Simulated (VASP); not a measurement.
Set up this calculation in VASP 6.6.1, as the native input.

- Task: single point
- Functional: PBE
- Potentials or basis: VASP PAW PBE potentials, release 64 (Ta_pv, Si, B)
- Cutoff: 500 eV
- k mesh: 6 × 6 × 2
- Occupations: gaussian, width 0.1 eV
- Spin: no spin polarisation
- Dipole correction: no
- Further INCAR settings: ALGO = Normal; EDIFF = 1e-06; NBANDS = 28

The structure of TaSi5B2 lies in POSCAR:

```
TaSi5B2
1.0
    3.2478708960      0.0000000000      0.0000000000
   -1.6239354480      2.8127387041      0.0000000000
    0.0000000000      0.0000000000     11.8480947355
Ta Si B
1 5 2
Direct
    0.0000000000      0.0000000000      0.5000000000
    0.3333333333      0.6666666667      0.1363343253
    0.6666666667      0.3333333333      0.8636656747
    0.0000000000      0.0000000000      0.2866455808
    0.0000000000      0.0000000000      0.7133544192
    0.0000000000      0.0000000000      0.0000000000
    0.3333333333      0.6666666667      0.6262414169
    0.6666666667      0.3333333333      0.3737585831
```

The cell was built from a structure type or drawn by symmetry, and may not be a known phase.

These files were run (other wordings do the same):

INCAR

```
SYSTEM = TaSi5B2
PREC = Accurate
ENCUT = 500
EDIFF = 1E-6
ISMEAR = 0
SIGMA = 0.1
LREAL = .FALSE.
LASPH = .TRUE.
NELM = 120
ALGO = Normal
ISIF = 2
LWAVE = .FALSE.
LCHARG = .FALSE.
GGA = PE
NBANDS = 28
GGA_COMPAT = .FALSE.
```

KPOINTS

```
Automatic mesh
0
G
  6 6 2
  0 0 0
```

Potentials or basis: VASP PAW PBE potentials, release 64 (Ta_pv, Si, B).

Command:

```console
$ cat potpaw_PBE.64/Ta_pv/POTCAR potpaw_PBE.64/Si/POTCAR potpaw_PBE.64/B/POTCAR > POTCAR
$ mpirun -np 1 vasp_std > vasp.out
```

Results of the run:

```
Pressure               : 0.0 GPa
Largest force          : 0.033 eV/Å
Band gap on the k mesh : zero (an odd number of electrons rules out a gap without spin polarisation)
```

Caveat: the k points lie up to 0.37 Å⁻¹ apart, too coarse for converged energies and pressures of a metal; spin-orbit coupling is left out, which moves the levels of the heavy elements.

It took 47 s on 1 thread of AMD EPYC 7R43 64-Core Processor (Zen 3), with other jobs on the host, peak memory 0.19 GiB.
